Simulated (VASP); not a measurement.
# MgI2 (P-3m1) in VASP: a series of runs, part 2 of 2

VASP 6.6.1.

## Step 4: Relaxation of cell and atoms, RPBE

INCAR

```
ALGO = Normal
EDIFF = 1E-6
EDIFFG = -0.01
ENCUT = 600
GGA = RP
IBRION = 2
ISIF = 3
ISMEAR = -1
LASPH = T
LCHARG = F
LREAL = F
LWAVE = F
NELM = 60
NSW = 60
PREC = Accurate
SIGMA = 0.05
```

KPOINTS

```
k-points
0
Gamma
  8 8 4
```

POSCAR

```
MgI2
1.0
    4.1400000000      0.0000000000      0.0000000000
   -2.0700000000      3.5853451717      0.0000000000
    0.0000000000      0.0000000000      6.8800000000
I Mg
2 1
Direct
    0.6666666667      0.3333333333      0.7500000000
    0.3333333333      0.6666666667      0.2500000000
    0.0000000000      0.0000000000      0.0000000000
```

Launch:

```console
$ cat potpaw_PBE.64/I/POTCAR potpaw_PBE.64/Mg/POTCAR > POTCAR
$ mpirun -np 1 vasp_std > vasp.out
```

It took 9.9 min on 1 thread of AMD EPYC 9R45 (Zen 5), shared host; peak memory 0.27 GiB.

The run converged. Its results:

| Item | Value |
| --- | --- |
| Free energy | -7.1240 eV |
| Relaxed volume | 45.28 Å³/atom |
| Relaxed cell | a = 4.281 Å, b = 4.281 Å, c = 8.559 Å, α = 90.00°, β = 90.00°, γ = 120.00° |
| Space group after relaxing (to 0.05 Å) | P-3m1 (No. 164) |
| Energy gained by relaxing | 58.0 meV/atom |
| Ionic steps | 37 |
| Pressure after relaxing | 0.0 GPa |
| Band gap on the k mesh | 3.74 eV, indirect (least direct gap 3.80 eV) |

The path:
```csv
step,energy change (eV),largest force (eV/Å),pressure (GPa),volume (Å³)
1,0.0000,0.2312,1.97,102.12
2,-0.0511,0.3966,0.32,108.42
3,-0.0556,0.4627,-0.29,111.32
4,-0.0769,0.3593,-0.20,112.32
5,-0.1077,0.0527,0.11,115.35
6,-0.1257,0.0517,0.12,116.78
7,-0.1559,0.0526,0.25,120.83
8,-0.1597,0.0575,0.35,122.69
9,-0.1634,0.1781,-0.45,129.89
10,-0.1650,0.1353,-0.18,127.28
11,-0.1699,0.0145,-0.08,129.73
12,-0.1699,0.0131,-0.07,129.75
13,-0.1708,0.0267,0.15,129.19
14,-0.1709,0.0232,0.13,129.25
15,-0.1717,0.0101,0.07,129.99
16,-0.1719,0.0288,0.04,130.41
17,-0.1719,0.0313,0.04,130.47
18,-0.1722,0.0357,-0.01,131.07
19,-0.1724,0.0439,-0.11,132.40
20,-0.1725,0.0391,-0.10,132.50
21,-0.1728,0.0247,-0.08,132.81
22,-0.1730,0.0039,-0.03,133.43
23,-0.1731,0.0053,-0.01,133.37
24,-0.1733,0.0103,0.05,133.22
25,-0.1734,0.0114,0.07,133.17
26,-0.1735,0.0020,0.04,133.44
27,-0.1735,0.0117,0.02,133.63
28,-0.1735,0.0134,0.01,133.67
29,-0.1735,0.0172,0.00,133.74
30,-0.1735,0.0167,0.00,133.85
31,-0.1736,0.0178,-0.01,134.18
32,-0.1737,0.0185,-0.04,134.84
33,-0.1737,0.0198,-0.09,136.18
34,-0.1737,0.0187,-0.07,135.57
35,-0.1737,0.0171,-0.06,135.60
36,-0.1738,0.0109,-0.04,135.67
37,-0.1739,0.0018,-0.01,135.83
```

Final structure:
```
I Mg
1.0
     4.28079    0.00000    0.00000
    -2.14040    3.70728    0.00000
     0.00000    0.00000    8.55881
I Mg
2 1
Direct
  0.66667 0.33333 0.80430
  0.33333 0.66667 0.19570
  0.00000 0.00000 0.00000
```

Levels at points of the mesh, in eV from the valence-band top:
```
           k point  band 5  band 6  band 7  band 8  band 9  band 10  band 11  band 12
(0.00, 0.00, 0.00)   -0.26   -0.26    0.00    0.00    3.80     5.01     6.70     6.70
(0.50, 0.00, 0.00)   -1.14   -1.05   -0.50   -0.34    3.76     5.61     6.03     7.38
(0.00, 0.00, 0.50)   -0.26   -0.26    0.00    0.00    4.22     4.99     6.60     6.68
(0.50, 0.00, 0.50)   -1.06   -1.04   -0.50   -0.35    3.74     5.62     5.98     6.58
```

Caveat: the volume moved by over 15 % at a fixed basis, so the end points are rough; the PAW data sets were made with another functional, which shifts forces and pressure a little; spin-orbit coupling is left out, which moves the levels of the heavy elements; this functional lacks dispersion, which binds the layers, so the pressure and a relaxed spacing across them are unreliable; the volume moved by +33 % from the deposited cell, more than functionals usually miss.

## Step 5: Single point, LDA (volume scaled by 0.94)

INCAR

```
ALGO     = Normal         # electronic algorithm
EDIFF    = 1E-6           # SCF threshold, eV
ENCUT    = 520            # plane-wave cutoff, eV
GGA      = CA             # functional
ISIF     = 2              # what is computed and relaxed
ISMEAR   = -1             # smearing method
LASPH    = True           # aspherical terms in the spheres
LCHARG   = False          # write CHGCAR
LREAL    = False          # projectors in reciprocal space
LWAVE    = False          # write WAVECAR
NBANDS   = 15             # bands
NELM     = 60             # most SCF steps
PREC     = Accurate       # precision mode
SIGMA    = 0.05           # smearing width, eV
```

KPOINTS is that of step 4.

POSCAR

```
MgI2
1.0
    4.0554864901      0.0000000000      0.0000000000
   -2.0277432450      3.5121543251      0.0000000000
    0.0000000000      0.0000000000      6.7395524280
I Mg
2 1
Direct
    0.6666666667      0.3333333333      0.7500000000
    0.3333333333      0.6666666667      0.2500000000
    0.0000000000      0.0000000000      0.0000000000
```

Potentials or basis: VASP PAW LDA potentials, release 64 (I, Mg).

Launch:

```console
$ cat potpaw_LDA.64/I/POTCAR potpaw_LDA.64/Mg/POTCAR > POTCAR
$ mpirun -np 1 vasp_std > vasp.out
```

Wall time 23 s (1 thread of Intel Xeon Platinum 8559C (Emerald Rapids), shared host); peak memory 0.19 GiB.

Results (log left out):

| Item | Value |
| --- | --- |
| Free energy | -9.0939 eV |
| Pressure | -0.3 GPa |
| Largest force | 0.118 eV/Å |
| Band gap on the k mesh | 3.37 eV, indirect (least direct gap 3.64 eV) |

Forces on the atoms (eV/Å):
```
I    0.000  0.000  0.118
I    0.000  0.000 -0.118
Mg   0.000  0.000  0.000
```

Stress tensor (GPa, compression positive):
```
-0.05  0.00  0.00
 0.00 -0.05  0.00
 0.00  0.00 -0.67
```

Levels at points of the mesh, in eV from the valence-band top:
```
           k point  band 6  band 7  band 8  band 9  band 10  band 11
(0.00, 0.00, 0.00)   -0.02    0.00    0.00    3.64     4.70     6.75
(0.50, 0.00, 0.00)   -1.45   -1.12   -0.46    3.54     5.15     5.16
(0.00, 0.00, 0.50)   -0.28   -0.14   -0.14    4.77     4.82     6.53
(0.50, 0.00, 0.50)   -1.21   -0.96   -0.80    3.39     4.88     5.40
```

Caveat: the cell differs from its parent crystal (volume scaled by 0.94); spin-orbit coupling is left out, which moves the levels of the heavy elements.

## Step 6: Single point, LDA (volume scaled by 0.96)

INCAR

```
ALGO = Normal ; EDIFF = 1E-6
ENCUT = 520 ; GGA = CA
ISIF = 2 ; ISMEAR = -1
LASPH = T ; LCHARG = F
LREAL = F ; LWAVE = F
NBANDS = 15 ; NELM = 100
PREC = Accurate ; SIGMA = 0.05
```

KPOINTS is that of step 5.

POSCAR

```
MgI2
1.0
    4.0840471951      0.0000000000      0.0000000000
   -2.0420235975      3.5368886212      0.0000000000
    0.0000000000      0.0000000000      6.7870156286
I Mg
2 1
Direct
    0.6666666667      0.3333333333      0.7500000000
    0.3333333333      0.6666666667      0.2500000000
    0.0000000000      0.0000000000      0.0000000000
```

Potentials or basis: VASP PAW LDA potentials, release 64 (I, Mg).

Launch:

```console
$ cat potpaw_LDA.64/I/POTCAR potpaw_LDA.64/Mg/POTCAR > POTCAR
$ mpirun -np 1 vasp_std > vasp.out
```

Wall time 24 s (1 thread of Intel Xeon Platinum 8559C (Emerald Rapids), shared host); peak memory 0.19 GiB.

The run converged. Its results:

| Property | Result |
| --- | --- |
| Free energy | -9.0863 eV |
| Pressure | -1.0 GPa |
| Largest force | 0.215 eV/Å |
| Band gap on the k mesh | 3.36 eV, indirect (least direct gap 3.55 eV) |

Forces on the atoms (eV/Å):
```
I    0.000  0.000  0.215
I    0.000  0.000 -0.215
Mg   0.000  0.000  0.000
```

Stress tensor (GPa, compression positive):
```
-0.76  0.00  0.00
 0.00 -0.76  0.00
 0.00  0.00 -1.35
```

Levels at points of the mesh, in eV from the valence-band top:
| k point | band 5 | band 6 | band 7 | band 8 | band 9 | band 10 | band 11 | band 12 |
| --- | --- | --- | --- | --- | --- | --- | --- | --- |
| (0.00, 0.00, 0.00) | -0.40 | -0.02 | 0.00 | 0.00 | 3.55 | 4.70 | 6.73 | 6.73 |
| (0.50, 0.00, 0.00) | -2.11 | -1.40 | -1.07 | -0.45 | 3.53 | 5.14 | 5.19 | 6.79 |
| (0.00, 0.00, 0.50) | -0.27 | -0.27 | -0.14 | -0.14 | 4.68 | 4.79 | 6.52 | 6.52 |
| (0.50, 0.00, 0.50) | -1.20 | -1.17 | -0.92 | -0.76 | 3.37 | 4.89 | 5.45 | 5.80 |

Caveat: the cell differs from its parent crystal (volume scaled by 0.96); spin-orbit coupling is left out, which moves the levels of the heavy elements. A k mesh can miss the band edges.

## Step 7: Summary

```csv
task,level,potentials or basis,cell,cutoff (eV),gap on the mesh (eV),pressure (GPa),relaxed volume (Å³/atom),largest force (eV/Å)
relaxation of cell and atoms,PBE,"VASP PAW PBE potentials, release 64 (I, Mg)","relaxed from a = 4.140, b = 4.140, c = 6.880 Å, angles 90.0, 90.0, 120.0°, 3 atoms",600,3.61,0.0,39.53,-
relaxation of cell and atoms,PBEsol,"VASP PAW PBE potentials, release 64 (I, Mg)","relaxed from a = 4.140, b = 4.140, c = 6.880 Å, angles 90.0, 90.0, 120.0°, 3 atoms",600,3.53,0.0,34.53,0.01
relaxation of cell and atoms,RPBE,"VASP PAW PBE potentials, release 64 (I, Mg)","relaxed from a = 4.140, b = 4.140, c = 6.880 Å, angles 90.0, 90.0, 120.0°, 3 atoms",600,3.74,0.0,45.28,-
single point,LDA,"VASP PAW LDA potentials, release 64 (I, Mg)","a = 4.055, b = 4.055, c = 6.740 Å, angles 90.0, 90.0, 120.0°, 3 atoms",520,3.37,-0.3,-,0.12
single point,LDA,"VASP PAW LDA potentials, release 64 (I, Mg)","a = 4.084, b = 4.084, c = 6.787 Å, angles 90.0, 90.0, 120.0°, 3 atoms",520,3.36,-1.0,-,0.21
```

Alike in all rows: no spin polarisation; k mesh 8 × 8 × 4; smearing fermi-dirac 0.05 eV.

Caveats: spin-orbit coupling is left out, which moves the levels of the heavy elements; this functional lacks dispersion, which binds the layers, so the pressure and a relaxed spacing across them are unreliable (some runs); the volume moved by over 15 % at a fixed basis, so the end points are rough (some runs); the PAW data sets were made with another functional, which shifts forces and pressure a little (some runs); the volume moved by +16 % from the deposited cell, more than functionals usually miss (some runs); the volume moved by +33 % from the deposited cell, more than functionals usually miss (some runs).

Total energies depend on the potentials used, so only differences within one code and one set of settings carry meaning.
